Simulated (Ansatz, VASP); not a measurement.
This is a calculation of Ag for Ansatz 0.2.0.

File input.yaml:

```yaml
crystal:
  lattice:
    - [-1.655654, 1.655654, 1.655654]
    - [1.655654, -1.655654, 1.655654]
    - [1.655654, 1.655654, -1.655654]
  atoms:
    - { symbol: Ag, position: [0.0, 0.0, 0.0] }
hamiltonian:
  xc: rpbe
  pseudopotentials: { kind: paw }
kpoints:
  mp_grid: { grid: [11, 11, 11] }
scf:
  occupations: { method: fermi_dirac, width: 0.05 }
output:
  forces: true
  stress: true
  eigenvalues: true
relax:
  f_tol: 0.01
  max_steps: 40
  cell: { stress_tol: 0.05 }
```

Potentials or basis: Ansatz PAW.

Command:

```bash
$ ansatz run input.yaml --threads 2 --pin off --max-ram 5632MiB --backend cpu --events-out ev --progress --plain --runs-dir out
```

**Question.** Translate it to VASP 6.6.1. Potentials there: VASP PAW PBE potentials, release 64 (Ag).

**Answer.** As run (the cutoff follows the program's own potentials):

File INCAR:

```
SYSTEM = Ag
  ALGO = Normal
  EDIFF = 1E-6
  EDIFFG = -0.01
  ENCUT = 600
  GGA = RP
  IBRION = 2
  ISIF = 3
  ISMEAR = -1
  LASPH = .True.
  LCHARG = .False.
  LREAL = .False.
  LWAVE = .False.
  NELM = 60
  NSW = 60
  PREC = Accurate
  SIGMA = 0.05
```

KPOINTS

```
k-points
0
Gamma
  11 11 11
  0 0 0
```

File POSCAR:

```
Ag
1.0
   -1.6556540000      1.6556540000      1.6556540000
    1.6556540000     -1.6556540000      1.6556540000
    1.6556540000      1.6556540000     -1.6556540000
Ag
1
Direct
    0.0000000000      0.0000000000      0.0000000000
```

Potentials or basis: VASP PAW PBE potentials, release 64 (Ag).

Launch:

```bash
$ cat potpaw_PBE.64/Ag/POTCAR > POTCAR
$ mpirun -np 1 vasp_std > vasp.out
```

Both were run:

|  | VASP | Ansatz | Ansatz less VASP |
| --- | --- | --- | --- |
| gap on the k mesh at the Fermi level, each at its own relaxed structure (eV) | none | none | - |
| relaxed volume (Å³/atom) | 18.78 | 18.83 | +0.051 |
| relaxed cell length with the largest relative difference (Å) | 2.900 | 2.903 | +0.0026 |

VASP's potentials were made for PBE, not for RPBE. A gap of «none» marks a metal or a gap that the smearing closes. VASP's potentials hold 11 valence electrons a cell and Ansatz's 19, so a difference there can come from the potentials and not from the codes.

Noted on Ansatz's run: the plane-wave basis is chosen anew once the cell has moved, so the energies of steps on either side of that aren't comparable.
